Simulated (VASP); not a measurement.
Here is a VASP 6.6.1 calculation.

POSCAR

```
LiF
1.0
    2.7757075872      0.0000000000      0.0000000000
   -1.3878537936      2.4038332840      0.0000000000
    0.0000000000      0.0000000000      4.7826938694
Li F
2 2
Direct
    0.0000000000      0.0000000000      0.0000000000
    0.0000000000      0.0000000000      0.5000000000
    0.3333333333      0.6666666667      0.2500000000
    0.6666666667      0.3333333333      0.7500000000
```

Contents of INCAR.step1:

```
PREC = Accurate
ENCUT = 600
EDIFF = 1E-5
ISMEAR = -1
SIGMA = 0.02
LREAL = F
LASPH = T
NELM = 100
ALGO = Normal
LWAVE = T
LCHARG = F
GGA = PE
NBANDS = 18
```

File INCAR.step2:

```
PREC = Accurate
ENCUT = 600
EDIFF = 1E-6
ISMEAR = -1
SIGMA = 0.02
LREAL = F
LASPH = T
NELM = 100
ALGO = Normal
ISIF = 3
LWAVE = F
LCHARG = F
GGA = PE
LHFCALC = T
HFSCREEN = 0.2079
PRECFOCK = Normal
IBRION = 2
NSW = 80
EDIFFG = -0.005
ISTART = 1
```

File KPOINTS:

```
Automatic mesh
0
Gamma
  6 6 4
```

Potentials or basis: VASP PAW PBE potentials, release 64 (Li_sv, F).

The run is started by

```console
$ cat potpaw_PBE.64/Li_sv/POTCAR potpaw_PBE.64/F/POTCAR > POTCAR
$ cp INCAR.step1 INCAR
$ mpirun -np 1 vasp_std > vasp.out
$ cp INCAR.step2 INCAR
$ mpirun -np 1 vasp_std > vasp.out
```

**Question.** What does it give for the relaxed volume?

**Answer.** 8.05 Å³/atom.

**Question.** What does it give for the space group after relaxing (to 0.05 Å)?

**Answer.** P6_3/mmc (No. 194).

Final structure:
```xyz
4
Lattice="2.7842 0.0000 0.0000 -1.3921 2.4112 0.0000 0.0000 0.0000 4.7958" Properties=species:S:1:pos:R:3 pbc="T T T"
Li    0.0000    0.0000    0.0000
Li    0.0000    0.0000    2.3979
F     0.0000    1.6075    1.1990
F     1.3921    0.8037    3.5969
```

Caveat: the k points lie up to 0.43 Å⁻¹ apart in the final cell; the cutoff is under 1.25 times the usual one of these potentials, so pressure, stress and relaxed cells hold a basis-set (Pulay) error; the PAW data sets were made with another functional, which shifts forces and pressure a little.
